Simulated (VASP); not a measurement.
A run of VASP 6.6.1:

INCAR

```
PREC     = Accurate       # precision mode
ENCUT    = 520            # plane-wave cutoff, eV
EDIFF    = 1E-6           # SCF threshold, eV
ISMEAR   = -1             # smearing method
SIGMA    = 0.05           # smearing width, eV
LREAL    = F              # projectors in reciprocal space
LASPH    = T              # aspherical terms in the spheres
NELM     = 100            # most SCF steps
ALGO     = Normal         # electronic algorithm
ISIF     = 2              # what is computed and relaxed
LWAVE    = F              # write WAVECAR
LCHARG   = T              # write CHGCAR
GGA      = VW             # functional
LELF     = T              # ELF
LVHAR    = T            
NBANDS   = 17             # bands
```

KPOINTS

```
regular mesh
0
Gamma
  7 7 7
```

File POSCAR:

```
SnTe
1.0
    0.0000000000      3.1156997186      3.1156997186
    3.1156997186      0.0000000000      3.1156997186
    3.1156997186      3.1156997186      0.0000000000
Te Sn
1 1
Direct
    0.5000000000      0.5000000000      0.5000000000
    0.0000000000      0.0000000000      0.0000000000
```

Potentials or basis: VASP PAW PBE potentials, release 64 (Te, Sn_d).

Launch:

```sh
$ cat potpaw_PBE.64/Te/POTCAR potpaw_PBE.64/Sn_d/POTCAR > POTCAR
$ mpirun -np 1 vasp_std > vasp.out
```

Hardware: 1 thread of Intel Xeon 6975P-C, with other jobs on the host.

Task: How long does it take, and how much memory?

Result: Run time: 20 s on 1 thread of Intel Xeon 6975P-C, on a shared host, peak memory 0.17 GiB. Counts: scf iterations 12, k points 20.
